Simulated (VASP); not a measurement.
A run of VASP 6.6.1 is set up as follows.

File INCAR:

```
  PREC = Accurate
  ENCUT = 500
  EDIFF = 1E-6
  ISMEAR = 1
  SIGMA = 0.05
  LREAL = F
  LASPH = T
  NELM = 120
  ALGO = Normal
  ISIF = 2
  LWAVE = F
  LCHARG = T
  GGA = PS
  LELF = T
  LVHAR = T
  NBANDS = 20
  GGA_COMPAT = F
```

Contents of KPOINTS:

```
Automatic mesh
0
Gamma
  7 7 7
```

File POSCAR:

```
TlGe
1.0
    0.0000000000      3.1220981946      3.1220981946
    3.1220981946      0.0000000000      3.1220981946
    3.1220981946      3.1220981946      0.0000000000
Tl Ge
1 1
Direct
    0.0000000000      0.0000000000      0.0000000000
    0.2500000000      0.2500000000      0.2500000000
```

Potentials or basis: VASP PAW PBE potentials, release 64 (Tl_d, Ge_d).

Launch:

```bash
$ cat potpaw_PBE.64/Tl_d/POTCAR potpaw_PBE.64/Ge_d/POTCAR > POTCAR
$ mpirun -np 1 vasp_std > vasp.out
```

Problem. Predict the pressure.

Solution. -0.1 GPa.

Problem. Estimate the band gap on the k mesh.

Solution. Zero (an odd number of electrons rules out a gap without spin polarisation).

Caveat: the PAW data sets were made with another functional, which shifts forces and pressure a little; spin-orbit coupling is left out, which moves the levels of the heavy elements; an odd number of electrons without spin polarisation forces a metal; a magnetic or distorted state may lie lower.
